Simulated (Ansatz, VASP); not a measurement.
## One calculation of BP, two programs

The input INCAR:

```
SYSTEM = BP
PREC     = Accurate       ! precision mode
ENCUT    = 520            ! plane-wave cutoff, eV
EDIFF    = 1E-6           ! SCF threshold, eV
ISMEAR   = -1             ! smearing method
SIGMA    = 0.05           ! smearing width, eV
LREAL    = .FALSE.        ! projectors in reciprocal space
LASPH    = .TRUE.         ! aspherical terms in the spheres
NELM     = 100            ! most SCF steps
ALGO     = Normal         ! electronic algorithm
ISIF     = 2              ! what is computed and relaxed
LWAVE    = .FALSE.        ! write WAVECAR
LCHARG   = .FALSE.        ! write CHGCAR
NBANDS   = 11             ! bands
```

KPOINTS

```
regular mesh
0
G
  15 15 15
  0 0 0
```

POSCAR

```
BP
1.0
    0.0000000000      2.3143800000      2.2690000000
    2.3143800000      0.0000000000      2.2690000000
    2.3143800000      2.3143800000      0.0000000000
B P
1 1
Direct
    0.0000000000      0.0000000000      0.0000000000
    0.7500000000      0.7500000000      0.7500000000
```

Input for Ansatz:

```yaml
crystal:
  lattice:
    - [0.0, 2.31438, 2.269]
    - [2.31438, 0.0, 2.269]
    - [2.31438, 2.31438, 0.0]
  atoms:
    - { symbol: B, position: [0.0, 0.0, 0.0] }
    - { symbol: P, position: [0.75, 0.75, 0.75] }
kpoints:
  mp_grid: { grid: [15, 15, 15] }
  band_path:
    path:
      - [0.0, 0.0, 0.0]
      - [0.0, 0.5, 0.5]
      - [0.25, 0.75, 0.5]
      - [0.0, 0.5, 0.0]
      - [0.0, 0.0, 0.0]
      - [0.5, 0.5, 0.0]
      - [0.38005, 0.61995, 0.0]
      - [-0.38005, 0.38005, 0.0]
      - [0.0, 0.0, 0.0]
    npoints: 5
scf:
  occupations: { method: fermi_dirac, width: 0.05 }
hamiltonian:
  xc: lda
  pseudopotentials: { kind: all_electron, lapw: { basis_error: 0.001 } }
output:
  forces: true
  stress: true
  eigenvalues: true
```

Change from the starting cell: equal xx and yy strain of +2 %.

Alike in both runs: task single point; functional LDA; k mesh 15 × 15 × 15; occupations fermi-dirac, width 0.05 eV; no spin polarisation.

|  | VASP | Ansatz |
| --- | --- | --- |
| version | VASP 6.6.1 | Ansatz 0.2.0 |
| potentials or method | VASP PAW LDA potentials, release 64 (B, P), cutoff 520 eV | all-electron LAPW, scalar-relativistic |

```tsv
	VASP	Ansatz	Ansatz less VASP
pressure (GPa)	-11.0	-10.9	+0.07
traceless stress, the component that is largest in VASP (GPa)	3.32	3.32	-0.001
```

LDA's correlation is that of Perdew and Zunger in VASP and of Perdew and Wang (1992) in Ansatz. Ansatz ran all-electron here, and VASP with PAW potentials.
